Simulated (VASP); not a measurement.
ZrN:

```
Zr N
1.0
     0.00000    2.30000    2.30000
     2.30000    0.00000    2.30000
     2.30000    2.30000    0.00000
Zr N
1 1
Direct
  0.50000 0.50000 0.50000
  0.00000 0.00000 0.00000
```

- Program: VASP 6.6.1
- Task: relaxation of cell and atoms
- Functional: PBE
- Dispersion: D4
- Potentials or basis: VASP PAW PBE potentials, release 64 (Zr_sv, N)
- Cutoff: 600 eV
- k mesh: 11 × 11 × 11
- Occupations: fermi-dirac, width 0.15 eV
- Spin: no spin polarisation

At the start: pressure -5.0 GPa; volume 12.17 Å³/atom.

Where does the relaxation end?

Over 3 steps the energy falls by 3.9 meV/atom and the volume is 11.93 Å³/atom (-2.0 %); space group Fm-3m (No. 225, to 0.1 Å) before and after.

The path:
| step | energy change (eV) | largest force (eV/Å) | pressure (GPa) | volume (Å³) |
| --- | --- | --- | --- | --- |
| 1 | 0.0000 | 0.0000 | -4.96 | 24.33 |
| 2 | 0.0160 | 0.0000 | 9.62 | 23.03 |
| 3 | -0.0077 | 0.0000 | -0.05 | 23.85 |

Final structure:
```
Zr N
1.0
     0.00000    2.28468    2.28468
     2.28468    0.00000    2.28468
     2.28468    2.28468    0.00000
Zr N
1 1
Direct
  0.50000 0.50000 0.50000
  0.00000 0.00000 0.00000
```
